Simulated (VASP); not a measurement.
Input of a VASP 6.6.1 run:

The input INCAR:

```
SYSTEM = Ta
PREC = Accurate
ENCUT = 520
EDIFF = 1E-6
ISMEAR = 1
SIGMA = 0.03
LREAL = .False.
LASPH = .True.
NELM = 60
ALGO = Normal
ISIF = 2
LWAVE = .False.
LCHARG = .True.
GGA = PE
LELF = .True.
LVHAR = .True.
NBANDS = 12
```

The input KPOINTS:

```
Automatic mesh
0
Gamma
  13 13 13
  0 0 0
```

Contents of POSCAR:

```
Ta
1.0
   -1.6607181506      1.6607181506      1.6607181506
    1.6607181506     -1.6607181506      1.6607181506
    1.6607181506      1.6607181506     -1.6607181506
Ta
1
Direct
    0.0000000000      0.0000000000      0.0000000000
```

Potentials or basis: VASP PAW PBE potentials, release 64 (Ta_pv).

Command:

```sh
$ cat potpaw_PBE.64/Ta_pv/POTCAR > POTCAR
$ mpirun -np 1 vasp_std > vasp.out
```

Q: Estimate the pressure.

A: 0.5 GPa.
